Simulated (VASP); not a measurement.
# WC (P6_3/mmc) in VASP: single point with PBEsol

Aim: the single point of WC with PBEsol.

All numbers are computed with VASP 6.6.1; they aren't measurements. Logs are shortened: lines on timing, memory, paths and dates and some standing lists are left out, and cuts for length are marked.

## Step 1: The cell of the first run

Symmetry: P6_3/mmc, No. 194, hexagonal system. The conventional cell has a = 3.163 Å, b = 3.163 Å, c = 4.847 Å, α = 90.00°, β = 90.00°, γ = 120.00°. Within 2.9 Å of W (site symmetry -6m2) lie 6 C at 2.19 Å. C (site symmetry -3m) has 6 W at 2.19 Å and 2 C at 2.42 Å within 2.9 Å.

## Step 2: Single point, PBEsol (Hf replaced by W, lengths x 0.969, strained)

Input file INCAR:

```
ALGO = Normal ; EDIFF = 1E-6
ENCUT = 1300 ; GGA = PS
GGA_COMPAT = F ; ISIF = 2
ISMEAR = 0 ; LASPH = T
LCHARG = F ; LREAL = F
LWAVE = F ; NBANDS = 26
NELM = 120 ; PREC = Accurate
SIGMA = 0.1
```

Input file KPOINTS:

```
k-points
0
Gamma
  15 15 10
```

Input file POSCAR:

```
WC
1.0
    3.1625765235      0.0000000000      0.0000000000
   -1.5812882617      2.7388716107      0.0000000000
    0.0000000000      0.0000000000      4.8465024545
W C
2 2
Direct
    0.6666666700      0.3333333300      0.7500000000
    0.3333333300      0.6666666700      0.2500000000
    0.0000000000      0.0000000000      0.0000000000
    0.0000000000      0.0000000000      0.5000000000
```

Potentials or basis: VASP PAW PBE potentials, release 64 (W_sv, C_h).

Launch:

```bash
$ cat potpaw_PBE.64/W_sv/POTCAR potpaw_PBE.64/C_h/POTCAR > POTCAR
$ mpirun -np 1 vasp_std > vasp.out
```

OUTCAR:

```text
EDIFF = 1E-6
   ENCUT = 1300
   GGA = PS
   ISIF = 2
   ISMEAR = 0
   LASPH = T
   LREAL = F
   NELM = 120
   PREC = Accurate

 ion  position               nearest neighbor table
   1  0.667  0.333  0.750-   3 2.19   4 2.19   3 2.19   4 2.19   3 2.19   4 2.19   2 3.03   2 3.03
                             2 3.03   2 3.03   2 3.03   2 3.03
   2  0.333  0.667  0.250-   3 2.19   4 2.19   3 2.19   4 2.19   3 2.19   4 2.19   1 3.03   1 3.03
                             1 3.03   1 3.03   1 3.03   1 3.03
   3  0.000  0.000  0.000-   1 2.19   2 2.19   2 2.19   1 2.19   1 2.19   2 2.19
   4  0.000  0.000  0.500-   1 2.19   2 2.19   2 2.19   1 2.19   1 2.19   2 2.19

  LATTYP: Found a hexagonal cell.
 ALAT       =     3.1625765235
 C/A-ratio  =     1.5324538137

  Lattice vectors:

 A1 = (   3.1625765235,   0.0000000000,   0.0000000000)
 A2 = (  -1.5812882617,   2.7388716107,   0.0000000000)
 A3 = (   0.0000000000,   0.0000000000,   4.8465024545)

Analysis of symmetry for initial positions (statically):
=====================================================================
 Subroutine PRICEL returns:
 Original cell was already a primitive cell.

 Routine SETGRP: Setting up the symmetry group for a
 hexagonal supercell.

 Subroutine GETGRP returns: Found 24 space group operations
 (whereof 12 operations were pure point group operations)
 out of a pool of 24 trial point group operations.

The static configuration has the point symmetry D_3d.
 The point group associated with its full space group is D_6h.

Analysis of symmetry for dynamics (positions and initial velocities):
=====================================================================
 Subroutine PRICEL returns:
 Original cell was already a primitive cell.

 Routine SETGRP: Setting up the symmetry group for a
 hexagonal supercell.

 Subroutine GETGRP returns: Found 24 space group operations
 (whereof 12 operations were pure point group operations)
 out of a pool of 24 trial point group operations.

The dynamic configuration has the point symmetry D_3d.
 The point group associated with its full space group is D_6h.

 Subroutine INISYM returns: Found 24 space group operations
 (whereof 12 operations are pure point group operations),
 and found     1 'primitive' translations

----------------------------------------------------------------------------------------

                                     Primitive cell

  volume of cell :      41.9799

  direct lattice vectors                    reciprocal lattice vectors
     3.162576523  0.000000000  0.000000000     0.316197883  0.182556933  0.000000000
    -1.581288262  2.738871611  0.000000000     0.000000000  0.365113865  0.000000000
     0.000000000  0.000000000  4.846502455     0.000000000  0.000000000  0.206334364

  length of vectors
     3.162576523  3.162576523  4.846502455     0.365113865  0.365113865  0.206334364

  position of ions in fractional coordinates (direct lattice)
     0.666666670  0.333333330  0.750000000
     0.333333330  0.666666670  0.250000000
     0.000000000  0.000000000  0.000000000
     0.000000000  0.000000000  0.500000000

  ion indices of the primitive-cell ions
   primitive index   ion index
                 1           1
                 2           2
                 3           3
                 4           4

----------------------------------------------------------------------------------------

 KPOINTS: k-points

Automatic generation of k-mesh.
 Grid dimensions read from file:
 generate k-points for:   15   15   10

 Generating k-lattice:

  Cartesian coordinates                     Fractional coordinates (reciprocal lattice)
     0.021079859  0.012170462  0.000000000     0.066666667  0.000000000  0.000000000
     0.000000000  0.024340924  0.000000000     0.000000000  0.066666667  0.000000000
     0.000000000  0.000000000  0.020633436     0.000000000  0.000000000  0.100000000

  Length of vectors
     0.024340924  0.024340924  0.020633436

  Shift w.r.t. Gamma in fractional coordinates (k-lattice)
     0.000000000  0.000000000  0.000000000

 Subroutine IBZKPT returns following result:
 ===========================================

 Found    162 irreducible k-points:

 Following reciprocal coordinates:
            Coordinates               Weight
  0.000000  0.000000  0.000000      1.000000
  0.066667 -0.000000  0.000000      6.000000
  0.133333  0.000000  0.000000      6.000000
  0.200000 -0.000000  0.000000      6.000000
  0.266667  0.000000  0.000000      6.000000
  0.333333 -0.000000  0.000000      6.000000
[... 16 lines left out ...]
  0.333333  0.200000  0.000000     12.000000
  0.400000  0.200000  0.000000      6.000000
 [... further k-points ...]
   k-points           NKPTS =    162   k-points in BZ     NKDIM =    162   number of bands    NBANDS=     26
   number of dos      NEDOS =    301   number of ions     NIONS =      4
   total plane-waves  NPLWV =  96000
   dimension x,y,z NGX =    40 NGY =   40 NGZ =   60
   dimension x,y,z NGXF=    80 NGYF=   80 NGZF=  120
   ions per type =               2   2
   NGX,Y,Z   is equivalent  to a cutoff of  21.03, 21.03, 20.58 a.u.
   NGXF,Y,Z  is equivalent  to a cutoff of  42.05, 42.05, 41.16 a.u.
 SYSTEM =  unknown system
   PREC   = accura    normal or accurate (medium, high low for compatibility)
   ISTART =      0    job   : 0-new  1-cont  2-samecut
   ICHARG =      2    charge: 1-file 2-atom 10-const
   ISPIN  =      1    spin polarized calculation?
   LNONCOLLINEAR =      F non collinear calculations
   LSORBIT =      F    spin-orbit coupling
   LASPH  =      T    aspherical Exc in radial PAW
   ENCUT  = 1300.0 eV  95.55 Ry    9.77 a.u.   9.30  9.30 14.25*2*pi/ulx,y,z
   NELM   =    120;   NELMIN=  2; NELMDL= -5     # of ELM steps
   EDIFF  = 0.1E-05   stopping-criterion for ELM
   LREAL  =      F    real-space projection
   EDIFFG = 0.1E-04   stopping-criterion for IOM
   NSW    =      0    number of steps for IOM
   IBRION =     -1    ionic relax: 0-MD 1-quasi-New 2-CG
   NFREE  =      0    steps in history (QN), initial steepest desc. (CG)
   ISIF   =      2    stress and relaxation
   ISYM   =      2    0-nonsym 1-usesym 2-fastsym
   POTIM  = 0.5000    time-step for ionic-motion
   TEBEG  =    0.0;   TEEND  =   0.0 temperature during run
   PSTRESS=    0.0 pullay stress
   NELECT =      36.0000    total number of electrons
   NUPDOWN=      -1.0000    fix difference up-down
   EMIN   =  10.00;   EMAX   =-10.00  energy-range for DOS
   EFERMI =   0.00;   METHOD = LEGACY
   ISMEAR =     0;   SIGMA  =   0.10  broadening in eV -4-tet -1-fermi 0-gaus
   EFERMI_NEDOS =   21; number of points for ismear=-14 and -15
   IALGO  =     38    algorithm
   IMIX   =      4    mixing-type and parameters
     AMIX     =   0.40;   BMIX     =  1.00
     AMIX_MAG =   1.60;   BMIX_MAG =  1.00
  volume/ion in A,a.u.               =      10.49        70.82
  Fermi-wavevector in a.u.,A,eV,Ry     =   1.555352  2.939189 32.914112  2.419119
  Thomas-Fermi vector in A             =   2.659305
   LORBIT       =      0    0 simple, 1 ext, 2 COOP (PROOUT), +10 PAW based schemes
   GGA     = PS    functional components
   LHFCALC =     F    Hartree Fock is set to
   AEXX    =    0.0000 exact exchange contribution
   IVDW    =     0    specifies the selected vdW correction
   LEPSILON=     F    determine dielectric tensor
   LRPA    =     F    only Hartree local field effects (RPA)
 non-spin polarized calculation
 Gauss-broadening in eV      SIGMA  =   0.10
  energy-cutoff  :     1300.00
  volume of cell :       41.98
 maximum number of plane-waves:      4499
 NGX is ok and might be reduce to    40
   NGX = 19   NGY = 19   NGZ = 29

 number of electron      36.0000001 magnetization

 Free energy of the ion-electron system (eV)
  ---------------------------------------------------
  ext. energy  EPLUGINS =         0.00000000
  ---------------------------------------------------
  free energy    TOTEN  =       -45.53328080 eV

  energy without entropy =      -45.52160372  energy(sigma->0) =      -45.52744226

 E-fermi :  12.5203     XC(G=0): -13.8920

 val. band max:       12.5105182587   @ k =   0.4667  -0.0000   0.3000
 cond. band min:      12.5238136488   @ k =   0.4000   0.0000   0.0000
 fundamental gap:      0.0132953901
 Fermi energy:        12.5203476971

 k-point     1 :       0.0000    0.0000    0.0000
  band No.  band energies     occupation
      1     -62.5837      2.00000
      2     -62.5336      2.00000
      3     -27.2532      2.00000
      4     -26.6989      2.00000
      5     -26.6989      2.00000
      6     -26.6035      2.00000
[... 18 lines left out ...]
     25      18.8287      0.00000
     26      18.8315      0.00000

 k-point     2 :       0.0667   -0.0000    0.0000
  band No.  band energies     occupation
      1     -62.5824      2.00000
      2     -62.5333      2.00000
      3     -27.2441      2.00000
      4     -26.7164      2.00000
      5     -26.7060      2.00000
      6     -26.6200      2.00000
[... 18 lines left out ...]
     25      18.5617      0.00000
     26      18.6243      0.00000

 k-point     3 :       0.1333    0.0000    0.0000
  band No.  band energies     occupation
      1     -62.5786      2.00000
      2     -62.5324      2.00000
      3     -27.2177      2.00000
      4     -26.7659      2.00000
      5     -26.7251      2.00000
      6     -26.6659      2.00000
[... 18 lines left out ...]
     25      17.8750      0.00000
     26      18.0700      0.00000

 k-point     4 :       0.2000   -0.0000    0.0000
  band No.  band energies     occupation
      1     -62.5729      2.00000
      2     -62.5312      2.00000
      3     -27.1762      2.00000
      4     -26.8388      2.00000
      5     -26.7515      2.00000
      6     -26.7322      2.00000
[... 18 lines left out ...]
     25      17.3398      0.00000
     26      18.1649      0.00000
[... 496 lines left out ...]
      1     -62.5507      2.00000
      2     -62.5306      2.00000
      3     -27.0246      2.00000
      4     -26.9938      2.00000
      5     -26.9427      2.00000
      6     -26.8140      2.00000
[... 18 lines left out ...]
     25      18.4435      0.00000
     26      19.3649      0.00000

 k-point    23 :       0.3333    0.2000    0.0000
  band No.  band energies     occupation
      1     -62.5455      2.00000
      2     -62.5319      2.00000
      3     -27.0625      2.00000
      4     -26.9430      2.00000
      5     -26.9361      2.00000
      6     -26.8591      2.00000
[... 18 lines left out ...]
     25      19.1584      0.00000
     26      19.7902      0.00000

 k-point    24 :       0.4000    0.2000    0.0000
  band No.  band energies     occupation
      1     -62.5432      2.00000
      2     -62.5329      2.00000
      3     -27.0757      2.00000
      4     -26.9226      2.00000
      5     -26.9183      2.00000
      6     -26.8867      2.00000
[... 18 lines left out ...]
     25      19.4518      0.00000
     26      19.6571      0.00000

 [... further k-points ...]
[... 5 lines left out ...]
  --------------------------------------------------------------------------------------
  -------------------------------------------------------------------------------------
  Total       -7.6722295     -7.6722295      9.1227417     -0.0000000     -0.0000000     -0.0000000
  in kB     -292.8134449   -292.8134449    348.1727721     -0.0000000     -0.0000000     -0.0000000
  external PRESSURE =     -79.1513726 kB  Pullay stress =       0.0000000 kB

 VOLUME and BASIS-vectors are now :
 -----------------------------------------------------------------------------
  energy-cutoff  :     1300.00
  volume of cell :       41.98
      direct lattice vectors                 reciprocal lattice vectors
     3.162576523  0.000000000  0.000000000     0.316197883  0.182556933  0.000000000
    -1.581288262  2.738871611  0.000000000     0.000000000  0.365113865  0.000000000
     0.000000000  0.000000000  4.846502455     0.000000000  0.000000000  0.206334364

 POSITION                                       TOTAL-FORCE (eV/Angst)
 -----------------------------------------------------------------------------------
      1.58129      0.91296      3.63488        -0.000000      0.000000      0.000000
     -0.00000      1.82591      1.21163         0.000000     -0.000000      0.000000
      0.00000      0.00000      0.00000        -0.000000     -0.000000      0.000000
      0.00000      0.00000      2.42325        -0.000000     -0.000000      0.000000
 -----------------------------------------------------------------------------------
    total drift:                               -0.000008      0.000005     -0.000000

  FREE ENERGIE OF THE ION-ELECTRON SYSTEM (eV)
  ---------------------------------------------------
  free  energy   TOTEN  =       -45.5332808029 eV

  energy  without entropy=      -45.5216037191  energy(sigma->0) =      -45.52744226
```

Run time: 4.3 min. Hardware: 1 thread of AMD EPYC 9R45 (Zen 5), shared host; peak memory 0.69 GiB.

Results:

```yaml
Free_energy: -45.5333 eV
Pressure: -7.9 GPa
Band_gap_on_the_k_mesh: zero (bands 18 and 19 overlap by 2.99 eV)
```

Levels at points of the mesh, in eV from the Fermi level:
| k point | band 14 | band 15 | band 16 | band 17 | band 18 | band 19 | band 20 | band 21 | band 22 | band 23 |
| --- | --- | --- | --- | --- | --- | --- | --- | --- | --- | --- |
| (0.00, 0.00, 0.00) | -3.64 | -3.64 | -2.33 | -2.07 | -2.07 | -1.86 | -1.86 | 0.99 | 1.57 | 3.31 |
| (0.00, 0.00, 0.50) | -5.65 | -5.53 | -5.53 | 0.29 | 0.29 | 0.29 | 0.29 | 2.06 | 2.06 | 3.58 |

Caveat: the cell differs from its parent crystal (Hf replaced by W, lengths x 0.969, strained); the stress differs along the axes, from -29 to 35 GPa; the PAW data sets were made with another functional, which shifts forces and pressure a little; spin-orbit coupling is left out, which moves the levels of the heavy elements.
